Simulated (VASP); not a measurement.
Wanted: the native input for a VASP 6.6.1 run.

```
Task                   : electric field gradients
Functional             : PBEsol
Potentials or basis    : VASP PAW PBE potentials, release 64 (Sn_d, Se)
Cutoff                 : 520 eV
k mesh                 : 11 × 11 × 11
Occupations            : fermi-dirac, width 0.05 eV
Spin                   : no spin polarisation
Dipole correction      : no
Further INCAR settings : ALGO = Normal; EDIFF = 1e-08; NBANDS = 17
```

The structure of SnSe lies in POSCAR:

```
SnSe
1.0
    0.0000000000      3.0303709409      3.0303709409
    3.0303709409      0.0000000000      3.0303709409
    3.0303709409      3.0303709409      0.0000000000
Sn Se
1 1
Direct
    0.0000000000      0.0000000000      0.0000000000
    0.5000000000      0.5000000000      0.5000000000
```

This cell differs from its parent crystal: volume scaled by 1.02.

These files were run (other wordings do the same):

INCAR

```
PREC     = Accurate       # precision mode
ENCUT    = 520            # plane-wave cutoff, eV
EDIFF    = 1E-8           # SCF threshold, eV
ISMEAR   = -1             # smearing method
SIGMA    = 0.05           # smearing width, eV
LREAL    = False          # projectors in reciprocal space
LASPH    = True           # aspherical terms in the spheres
NELM     = 80             # most SCF steps
ALGO     = Normal         # electronic algorithm
ISIF     = 2              # what is computed and relaxed
LWAVE    = False          # write WAVECAR
LCHARG   = False          # write CHGCAR
GGA      = PS             # functional
LEFG     = True         
NBANDS   = 17             # bands
```

KPOINTS

```
Automatic mesh
0
Gamma
  11 11 11
```

Potentials or basis: VASP PAW PBE potentials, release 64 (Sn_d, Se).

Launch:

```bash
$ cat potpaw_PBE.64/Sn_d/POTCAR potpaw_PBE.64/Se/POTCAR > POTCAR
$ mpirun -np 1 vasp_std > vasp.out
```

Results of the run:

```
Pressure : -2.7 GPa
```

Caveat: without QUAD_EFG the Cq values of the log hold for a quadrupole moment of 1 mb, not for the nuclei; the PAW data sets were made with another functional, which shifts forces and pressure a little.

Run time: 54 s on 1 thread of Intel Xeon 8259CL, with other jobs on the host, peak memory 0.2 GiB.
